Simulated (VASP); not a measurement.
# Sc: single point with PBE

Sc:

```xyz
1
Lattice="2.3971 0.0000 0.0000 0.0000 2.3971 0.0000 0.0000 0.0000 2.3971" Properties=species:S:1:pos:R:3 pbc="T T T"
Sc    0.0000    0.0000    0.0000
```

This isn't the form of Sc at room conditions, which is hcp.

```
Program                : VASP 6.6.1
Task                   : single point
Functional             : PBE
Potentials or basis    : VASP PAW PBE potentials, release 64 (Sc_sv)
Cutoff                 : 520 eV
k mesh                 : 14 × 14 × 14
Occupations            : gaussian, width 0.05 eV
Spin                   : no spin polarisation
Dipole correction      : no
Further INCAR settings : ALGO = Normal; EDIFF = 1e-06; NBANDS = 12
```

The pressure is 61.4 GPa. The band gap on the k mesh is zero (an odd number of electrons rules out a gap without spin polarisation).

Levels at points of the mesh, in eV from the Fermi level:
| k point | band 2 | band 3 | band 4 | band 5 | band 6 | band 7 | band 8 | band 9 |
| --- | --- | --- | --- | --- | --- | --- | --- | --- |
| (0.00, 0.00, 0.00) | -26.19 | -26.19 | -26.19 | -5.30 | -1.63 | -1.63 | 7.08 | 7.08 |
| (0.50, 0.00, 0.00) | -29.13 | -25.90 | -25.90 | -0.82 | -0.39 | 1.21 | 3.55 | 3.55 |
| (0.50, 0.50, 0.00) | -28.57 | -28.57 | -25.63 | -4.43 | 0.96 | 4.39 | 4.39 | 8.45 |
| (0.50, 0.50, 0.50) | -28.09 | -28.09 | -28.09 | -1.97 | -1.97 | -1.97 | 8.54 | 9.33 |

Wall time 18 s on 1 thread of Intel Xeon 8259CL (shared host), peak memory 0.13 GiB.

Caveat: the cell stands under pressure.
